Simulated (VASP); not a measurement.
# Ti in VASP: single point with PBE+D3(BJ)

Aim: the single point of Ti with PBE+D3(BJ).

Program: VASP 6.6.1. These are calculated values, not measurements. Logs are shortened: lines on timing, memory, paths and dates and some standing lists are left out, and cuts for length are marked.

**1. The cell of the first run**

The cell holds a slab with vacuum, 5 atoms: a = 2.886 Å, b = 2.886 Å, c = 23.148 Å, α = 90.00°, β = 90.00°, γ = 120.00°.

**2. Single point, PBE+D3(BJ)**

INCAR reads:

```
PREC = Accurate
ENCUT = 520
EDIFF = 1E-6
ISMEAR = 0
SIGMA = 0.1
LREAL = F
LASPH = T
NELM = 80
ALGO = Fast
ISIF = 2
LWAVE = F
LCHARG = T
LDIPOL = T
IDIPOL = 3
DIPOL = 0.5 0.5 0.501
GGA = PE
IVDW = 12
LELF = T
LVHAR = T
LVACPOTAV = T
NBANDS = 38
```

KPOINTS reads:

```
Automatic mesh
0
Gamma
  12 12 1
```

POSCAR reads:

```
Ti
1.0
    2.8861771965      0.0000000000      0.0000000000
   -1.4430885982      2.4995027720      0.0000000000
    0.0000000000      0.0000000000     23.1479386375
Ti
5
Direct
    0.6666666667      0.3333333333      0.3024027370
    0.3333333333      0.6666666667      0.4012013685
    0.6666666667      0.3333333333      0.5014474965
    0.3333333333      0.6666666667      0.6027647317
    0.6666666667      0.3333333333      0.6961173142
```

Potentials or basis: VASP PAW PBE potentials, release 64 (Ti_sv).

Run with:

```console
$ cat potpaw_PBE.64/Ti_sv/POTCAR > POTCAR
$ mpirun -np 1 vasp_std > vasp.out
```

OUTCAR:

```text
PREC = Accurate
   ENCUT = 520
   EDIFF = 1E-6
   ISMEAR = 0
   LREAL = F
   LASPH = T
   NELM = 80
   ISIF = 2
   GGA = PE
   IVDW = 12
 IVDW          = 12

 ion  position               nearest neighbor table
   1  0.667  0.333  0.302-   2 2.83   2 2.83   2 2.83
   2  0.333  0.667  0.401-   1 2.83   1 2.83   1 2.83   3 2.86   3 2.86   3 2.86
   3  0.667  0.333  0.501-   2 2.86   2 2.86   2 2.86   4 2.88   4 2.88   4 2.88
   4  0.333  0.667  0.603-   5 2.73   5 2.73   5 2.73   3 2.88   3 2.88   3 2.88
   5  0.667  0.333  0.696-   4 2.73   4 2.73   4 2.73

  LATTYP: Found a hexagonal cell.
 ALAT       =     2.8861771965
 C/A-ratio  =     8.0202763245

  Lattice vectors:

 A1 = (   2.8861771965,   0.0000000000,   0.0000000000)
 A2 = (  -1.4430885982,   2.4995027720,   0.0000000000)
 A3 = (   0.0000000000,   0.0000000000,  23.1479386375)

Analysis of symmetry for initial positions (statically):
=====================================================================
 Subroutine PRICEL returns:
 Original cell was already a primitive cell.

 Routine SETGRP: Setting up the symmetry group for a
 hexagonal supercell.

 Subroutine GETGRP returns: Found  6 space group operations
 (whereof  6 operations were pure point group operations)
 out of a pool of 24 trial point group operations.

The static configuration has the point symmetry C_3v.

Analysis of symmetry for dynamics (positions and initial velocities):
=====================================================================
 Subroutine PRICEL returns:
 Original cell was already a primitive cell.

 Routine SETGRP: Setting up the symmetry group for a
 hexagonal supercell.

 Subroutine GETGRP returns: Found  6 space group operations
 (whereof  6 operations were pure point group operations)
 out of a pool of 24 trial point group operations.

The dynamic configuration has the point symmetry C_3v.

 Subroutine INISYM returns: Found  6 space group operations
 (whereof  6 operations are pure point group operations),
 and found     1 'primitive' translations

----------------------------------------------------------------------------------------

                                     Primitive cell

  volume of cell :     166.9894

  direct lattice vectors                    reciprocal lattice vectors
     2.886177196  0.000000000  0.000000000     0.346479073  0.200039786  0.000000000
    -1.443088598  2.499502772  0.000000000     0.000000000  0.400079572  0.000000000
     0.000000000  0.000000000 23.147938638     0.000000000  0.000000000  0.043200391

  length of vectors
     2.886177196  2.886177196 23.147938638     0.400079572  0.400079572  0.043200391

  position of ions in fractional coordinates (direct lattice)
     0.666666667  0.333333333  0.302402737
     0.333333333  0.666666667  0.401201368
     0.666666667  0.333333333  0.501447496
     0.333333333  0.666666667  0.602764732
     0.666666667  0.333333333  0.696117314

  ion indices of the primitive-cell ions
   primitive index   ion index
                 1           1
                 2           2
                 3           3
                 4           4
                 5           5

----------------------------------------------------------------------------------------

 KPOINTS: Automatic mesh

Automatic generation of k-mesh.
 Grid dimensions read from file:
 generate k-points for:   12   12    1

 Generating k-lattice:

  Cartesian coordinates                     Fractional coordinates (reciprocal lattice)
     0.028873256  0.016669982  0.000000000     0.083333333 -0.000000000  0.000000000
     0.000000000  0.033339964  0.000000000     0.000000000  0.083333333  0.000000000
     0.000000000  0.000000000  0.043200391     0.000000000  0.000000000  1.000000000

  Length of vectors
     0.033339964  0.033339964  0.043200391

  Shift w.r.t. Gamma in fractional coordinates (k-lattice)
     0.000000000  0.000000000  0.000000000

 Subroutine IBZKPT returns following result:
 ===========================================

 Found     19 irreducible k-points:

 Following reciprocal coordinates:
            Coordinates               Weight
  0.000000  0.000000  0.000000      1.000000
  0.083333  0.000000  0.000000      6.000000
  0.166667 -0.000000  0.000000      6.000000
  0.250000 -0.000000  0.000000      6.000000
  0.333333 -0.000000  0.000000      6.000000
  0.416667  0.000000  0.000000      6.000000
[... 11 lines left out ...]
  0.333333  0.250000  0.000000     12.000000
  0.333333  0.333333  0.000000      2.000000
   k-points           NKPTS =     19   k-points in BZ     NKDIM =     19   number of bands    NBANDS=     38
   number of dos      NEDOS =    301   number of ions     NIONS =      5
   total plane-waves  NPLWV = 103680
   dimension x,y,z NGX =    24 NGY =   24 NGZ =  180
   dimension x,y,z NGXF=    48 NGYF=   48 NGZF=  360
   ions per type =               5
   NGX,Y,Z   is equivalent  to a cutoff of  13.82, 13.82, 12.93 a.u.
   NGXF,Y,Z  is equivalent  to a cutoff of  27.65, 27.65, 25.85 a.u.
 SYSTEM =  unknown system
   PREC   = accura    normal or accurate (medium, high low for compatibility)
   ISTART =      0    job   : 0-new  1-cont  2-samecut
   ICHARG =      2    charge: 1-file 2-atom 10-const
   ISPIN  =      1    spin polarized calculation?
   LNONCOLLINEAR =      F non collinear calculations
   LSORBIT =      F    spin-orbit coupling
   LASPH  =      T    aspherical Exc in radial PAW
   ENCUT  =  520.0 eV  38.22 Ry    6.18 a.u.   5.37  5.37 43.04*2*pi/ulx,y,z
   NELM   =     80;   NELMIN=  2; NELMDL= -5     # of ELM steps
   EDIFF  = 0.1E-05   stopping-criterion for ELM
   LREAL  =      F    real-space projection
   EDIFFG = 0.1E-04   stopping-criterion for IOM
   NSW    =      0    number of steps for IOM
   IBRION =     -1    ionic relax: 0-MD 1-quasi-New 2-CG
   NFREE  =      0    steps in history (QN), initial steepest desc. (CG)
   ISIF   =      2    stress and relaxation
   ISYM   =      2    0-nonsym 1-usesym 2-fastsym
   POTIM  = 0.5000    time-step for ionic-motion
   TEBEG  =    0.0;   TEEND  =   0.0 temperature during run
   PSTRESS=    0.0 pullay stress
   NELECT =      60.0000    total number of electrons
   NUPDOWN=      -1.0000    fix difference up-down
   EMIN   =  10.00;   EMAX   =-10.00  energy-range for DOS
   EFERMI =   0.00;   METHOD = LEGACY
   ISMEAR =     0;   SIGMA  =   0.10  broadening in eV -4-tet -1-fermi 0-gaus
   EFERMI_NEDOS =   21; number of points for ismear=-14 and -15
   IALGO  =     68    algorithm
   IMIX   =      4    mixing-type and parameters
     AMIX     =   0.40;   BMIX     =  1.00
     AMIX_MAG =   1.60;   BMIX_MAG =  1.00
  volume/ion in A,a.u.               =      33.40       225.38
  Fermi-wavevector in a.u.,A,eV,Ry     =   1.163846  2.199350 18.429609  1.354538
  Thomas-Fermi vector in A             =   2.300391
   LORBIT       =      0    0 simple, 1 ext, 2 COOP (PROOUT), +10 PAW based schemes
   GGA     = PE    functional components
   LHFCALC =     F    Hartree Fock is set to
   AEXX    =    0.0000 exact exchange contribution
   IVDW    =    12    specifies the selected vdW correction
   LEPSILON=     F    determine dielectric tensor
   LRPA    =     F    only Hartree local field effects (RPA)
 non-spin polarized calculation
 RMM-DIIS sequential band-by-band and
 Gauss-broadening in eV      SIGMA  =   0.10
  energy-cutoff  :      520.00
  volume of cell :      166.99
 maximum number of plane-waves:      4563
 NGX is ok and might be reduce to    24
   NGX = 11   NGY = 11   NGZ = 87

 dipolmoment           0.000000      0.000000      0.000852 electrons x Angstroem

 number of electron      59.9999996 magnetization

 dipolmoment           0.000000      0.000000     -0.003036 electrons x Angstroem

 Free energy of the ion-electron system (eV)
  ---------------------------------------------------
  ext. energy  EPLUGINS =         0.00000000
  ---------------------------------------------------
  free energy    TOTEN  =       -37.32475360 eV

  energy without entropy =      -37.28101864  energy(sigma->0) =      -37.30288612

 E-fermi :   2.2509     XC(G=0):  -6.7120

 val. band max:        2.2286768804   @ k =   0.0833   0.0833   0.0000
 cond. band min:       2.2544564233   @ k =   0.3333  -0.0000   0.0000
 fundamental gap:      0.0257795428
 Fermi energy:         2.2508892913

 k-point     1 :       0.0000    0.0000    0.0000
  band No.  band energies     occupation
      1     -54.6306      2.00000
      2     -54.5915      2.00000
      3     -54.4632      2.00000
      4     -54.3975      2.00000
      5     -54.3452      2.00000
      6     -31.1380      2.00000
[... 30 lines left out ...]
     37       3.2617      0.00000
     38       3.3093      0.00000

 k-point     2 :       0.0833    0.0000    0.0000
  band No.  band energies     occupation
      1     -54.6243      2.00000
      2     -54.5846      2.00000
      3     -54.4564      2.00000
      4     -54.3924      2.00000
      5     -54.3411      2.00000
      6     -31.1238      2.00000
[... 30 lines left out ...]
     37       3.2323      0.00000
     38       3.3531      0.00000

 k-point     3 :       0.1667   -0.0000    0.0000
  band No.  band energies     occupation
      1     -54.6069      2.00000
      2     -54.5655      2.00000
      3     -54.4373      2.00000
      4     -54.3787      2.00000
      5     -54.3301      2.00000
      6     -31.0848      2.00000
[... 30 lines left out ...]
     37       3.3818      0.00000
[... 576 lines left out ...]
 k-point    18 :       0.3333    0.2500    0.0000
  band No.  band energies     occupation
      1     -54.5263      2.00000
      2     -54.4761      2.00000
      3     -54.3369      2.00000
      4     -54.3217      2.00000
      5     -54.2851      2.00000
      6     -31.0189      2.00000
[... 30 lines left out ...]
     37       3.6941      0.00000
     38       3.9510      0.00000

 k-point    19 :       0.3333    0.3333    0.0000
  band No.  band energies     occupation
      1     -54.5231      2.00000
      2     -54.4726      2.00000
      3     -54.3308      2.00000
      4     -54.3212      2.00000
      5     -54.2836      2.00000
      6     -30.9731      2.00000
[... 30 lines left out ...]
     37       3.7930      0.00000
     38       3.9911      0.00000

------------------------ aborting loop because EDIFF is reached ----------------------------------------

 Edisp (eV)   -2.50129

 E8    (eV) :    -1.2195

  FORCE on cell =-STRESS in cart. coord.  units (eV):
  Direction    XX          YY          ZZ          XY          YZ          ZX
  --------------------------------------------------------------------------------------
  -------------------------------------------------------------------------------------
  Total      -1.14392    -1.14392    -1.30712    -0.00000     0.00000    -0.00000
  in kB     -10.97536   -10.97536   -12.54115    -0.00000     0.00000    -0.00000
  external pressure =      -11.50 kB  Pullay stress =        0.00 kB

 VOLUME and BASIS-vectors are now :
 -----------------------------------------------------------------------------
  energy-cutoff  :      520.00
  volume of cell :      166.99
      direct lattice vectors                 reciprocal lattice vectors
     2.886177196  0.000000000  0.000000000     0.346479073  0.200039786  0.000000000
    -1.443088598  2.499502772  0.000000000     0.000000000  0.400079572  0.000000000
     0.000000000  0.000000000 23.147938638     0.000000000  0.000000000  0.043200391

 POSITION                                       TOTAL-FORCE (eV/Angst)
 -----------------------------------------------------------------------------------
      1.44309      0.83317      7.00000        -0.000000      0.000000      0.499154
     -0.00000      1.66634      9.28698         0.000000      0.000000     -0.486267
      1.44309      0.83317     11.60748        -0.000000     -0.000000     -0.004331
     -0.00000      1.66634     13.95276         0.000000     -0.000000      0.009790
      1.44309      0.83317     16.11368        -0.000000     -0.000000     -0.018346
 -----------------------------------------------------------------------------------
    total drift:                               -0.000000      0.000000     -0.001060

  FREE ENERGIE OF THE ION-ELECTRON SYSTEM (eV)
  ---------------------------------------------------
  free  energy   TOTEN  =       -39.8260421600 eV

  energy  without entropy=      -39.7823072044  energy(sigma->0) =      -39.80417468

 vacuum level on the upper side and lower side of the slab         6.759         6.835
```

It took 10 min on 1 thread of Intel Xeon Platinum 8175M at 2.50GHz (Skylake/Cascade Lake), shared host; peak memory 0.36 GiB.

Results:

```yaml
Free_energy: -39.8260 eV
Largest_force: 0.499 eV/Å
Band_gap_on_the_k_mesh: zero (band 30 reaches 2.92 eV, above the bottom of band 31 at 1.88 eV)
Dispersion_energy_per_atom: -0.500 eV
```

Forces on the atoms (eV/Å):
```
Ti   0.000  0.000  0.499
Ti   0.000  0.000 -0.486
Ti   0.000  0.000 -0.004
Ti   0.000  0.000  0.010
Ti   0.000  0.000 -0.018
```
